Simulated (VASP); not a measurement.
The system is SrNb.

```xyz
2
Lattice="0.0000 2.9084 2.9084 2.9084 0.0000 2.9084 2.9084 2.9084 0.0000" Properties=species:S:1:pos:R:3 pbc="T T T"
Sr    0.0000    0.0000    0.0000
Nb    2.9084    2.9084    2.9084
```

| Item | Value |
| --- | --- |
| Program | VASP 6.6.1 |
| Task | relaxation of cell and atoms |
| Functional | PBE |
| Potentials or basis | VASP PAW PBE potentials, release 64 (Sr_sv, Nb_sv) |
| Cutoff | 600 eV |
| k mesh | 6 × 6 × 6 |
| Occupations | gaussian, width 0.1 eV |
| Spin | no spin polarisation |

At the start: pressure 9.7 GPa; volume 24.60 Å³/atom.

Q: Where does the relaxation end?

A: Over 3 steps the energy falls by 169.4 meV/atom and the volume is 31.62 Å³/atom (+28.5 %); space group Fm-3m (No. 225, to 0.05 Å).

The path:
| step | energy change (eV) | largest force (eV/Å) | pressure (GPa) | volume (Å³) |
| --- | --- | --- | --- | --- |
| 1 | 0.0000 | 0.0000 | 9.73 | 49.20 |
| 2 | -0.3322 | 0.0000 | 0.93 | 60.62 |
| 3 | -0.3388 | 0.0000 | -0.14 | 63.25 |

Final structure:
```cif
data_structure
_symmetry_space_group_name_H-M 'P 1'
_symmetry_Int_Tables_number 1
_cell_length_a 4.4722
_cell_length_b 4.4722
_cell_length_c 4.4722
_cell_angle_alpha 60.000
_cell_angle_beta 60.000
_cell_angle_gamma 60.000
_cell_volume 63.25
loop_
_atom_site_label
_atom_site_type_symbol
_atom_site_fract_x
_atom_site_fract_y
_atom_site_fract_z
_atom_site_occupancy
Sr1 Sr 0.00000 0.00000 0.00000 1
Nb1 Nb 0.50000 0.50000 0.50000 1
```

Caveat: the volume moved by over 15 % at a fixed basis, so the end points are rough.
